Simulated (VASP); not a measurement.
Input of a VASP 6.6.1 run:

The input INCAR:

```
  PREC = Accurate
  ENCUT = 520
  EDIFF = 1E-6
  ISMEAR = 0
  SIGMA = 0.1
  LREAL = False
  LASPH = True
  NELM = 60
  ALGO = Normal
  ISIF = 2
  LWAVE = False
  LCHARG = False
  GGA = PE
  NBANDS = 22
```

KPOINTS

```
Automatic mesh
0
Gamma
  6 6 4
```

File POSCAR:

```
Na2BrF
1.0
    3.9302082713      0.0000000000      0.0000000000
    0.0000000000      3.9302082713      0.0000000000
    0.0000000000      0.0000000000      5.4955264014
Na Br F
2 1 1
Direct
    0.0000000000      0.0000000000      0.0000000000
    0.5000000000      0.5000000000      0.5000000000
    0.5000000000      0.5000000000      0.0000000000
    0.0000000000      0.0000000000      0.5000000000
```

Potentials or basis: VASP PAW PBE potentials, release 64 (Na_pv, Br, F).

Command:

```bash
$ cat potpaw_PBE.64/Na_pv/POTCAR potpaw_PBE.64/Br/POTCAR potpaw_PBE.64/F/POTCAR > POTCAR
$ mpirun -np 1 vasp_std > vasp.out
```

Question: What does it give for the pressure?

Answer: 0.3 GPa.

Question: What does it give for the band gap on the k mesh?

Answer: 4.51 eV, direct.

As with any semilocal functional, this PBE gap is likely too small.
